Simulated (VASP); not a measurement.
Set up this calculation in VASP 6.6.1, as the native input.

| Quantity | Value |
| --- | --- |
| Task | single point |
| Functional | PBE |
| Potentials or basis | VASP PAW PBE potentials, release 64 (Mo_sv) |
| Cutoff | 520 eV |
| k mesh | 28 × 28 × 28 |
| Occupations | gaussian, width 0.1 eV |
| Spin | no spin polarisation |
| Dipole correction | no |
| Further INCAR settings | ALGO = Fast; EDIFF = 1e-06; NBANDS = 13 |

The structure of Mo lies in POSCAR:

```
Mo
1.0
   -1.5124484980      1.5124484980      1.5124484980
    1.5124484980     -1.5124484980      1.5124484980
    1.5124484980      1.5124484980     -1.5124484980
Mo
1
Direct
    0.0000000000      0.0000000000      0.0000000000
```

One way to write it, as run:

INCAR

```
  PREC = Accurate
  ENCUT = 520
  EDIFF = 1E-6
  ISMEAR = 0
  SIGMA = 0.1
  LREAL = F
  LASPH = T
  NELM = 80
  ALGO = Fast
  ISIF = 2
  LWAVE = F
  LCHARG = F
  GGA = PE
  NBANDS = 13
```

KPOINTS

```
Automatic mesh
0
Gamma
  28 28 28
```

Potentials or basis: VASP PAW PBE potentials, release 64 (Mo_sv).

Launch:

```sh
$ cat potpaw_PBE.64/Mo_sv/POTCAR > POTCAR
$ mpirun -np 1 vasp_std > vasp.out
```

Results of the run:

```
Pressure               : 45.9 GPa
Band gap on the k mesh : zero (band 7 reaches 19.38 eV, above the bottom of band 8 at 13.03 eV)
```

It took 60 s on 1 thread of Intel Xeon 6975P-C, on a shared host, peak memory 0.22 GiB.
